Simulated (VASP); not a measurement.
The system is Be3CCl2.

```
Be C Cl
1.0
     3.28901    0.00000    0.00000
    -1.64450    2.84837    0.00000
     0.00000    0.00000    8.04390
Be C Cl
3 1 2
Direct
  0.33333 0.66667 0.88712
  0.66667 0.33333 0.11288
  0.00000 0.00000 0.50000
  0.00000 0.00000 0.00000
  0.33333 0.66667 0.30644
  0.66667 0.33333 0.69356
```

| Property | Result |
| --- | --- |
| Program | VASP 6.6.1 |
| Task | relaxation of cell and atoms |
| Functional | PBE |
| Potentials or basis | VASP PAW PBE potentials, release 64 (Be, C, Cl) |
| Cutoff | 600 eV |
| k mesh | 6 × 6 × 2 |
| Occupations | gaussian, width 0.1 eV |
| Spin | no spin polarisation |

At the start: pressure -11.0 GPa; volume 12.56 Å³/atom.

Problem. How do energy, volume and symmetry change on relaxing?

Solution. Over 23 steps the energy falls by 777.6 meV/atom and the volume is 14.54 Å³/atom (+15.8 %); space group P-3m1 (No. 164, to 0.05 Å).

The path:
```tsv
step	energy change (eV)	largest force (eV/Å)	pressure (GPa)	volume (Å³)
1	0.0000	3.6707	-11.01	75.36
2	-2.3756	3.1962	-1.34	66.29
3	-3.1047	1.5255	16.16	60.03
4	-4.1126	0.1565	10.03	66.50
5	-4.2609	0.5965	8.11	70.01
6	-4.2700	0.7154	7.54	71.28
7	-4.4364	0.7467	-3.76	79.48
8	-4.4577	0.4569	-1.29	77.28
9	-4.5489	0.5119	-0.22	77.80
10	-4.5752	0.5722	0.83	78.19
11	-4.6148	0.1960	0.72	79.55
12	-4.6201	0.2746	0.73	80.25
13	-4.6378	0.1869	0.07	81.95
14	-4.6491	0.1051	-1.54	87.16
15	-4.6518	0.0690	-1.10	85.65
16	-4.6603	0.1236	0.05	85.88
17	-4.6605	0.1411	0.22	85.91
18	-4.6627	0.0962	0.19	86.18
19	-4.6650	0.0648	0.10	86.92
20	-4.6650	0.0628	0.10	86.86
21	-4.6655	0.0400	-0.01	87.16
22	-4.6655	0.0421	-0.02	87.19
23	-4.6658	0.0191	0.08	87.27
```

Final structure:
```
Be C Cl
1.0
     3.10376    0.00000    0.00000
    -1.55188    2.68793    0.00000
     0.00000    0.00000   10.46021
Be C Cl
3 1 2
Direct
  0.33333 0.66667 0.95913
  0.66667 0.33333 0.04087
  0.00000 0.00000 0.50000
  0.00000 0.00000 0.00000
  0.33333 0.66667 0.37718
  0.66667 0.33333 0.62282
```

Caveat: the volume moved by over 15 % at a fixed basis, so the end points are rough.
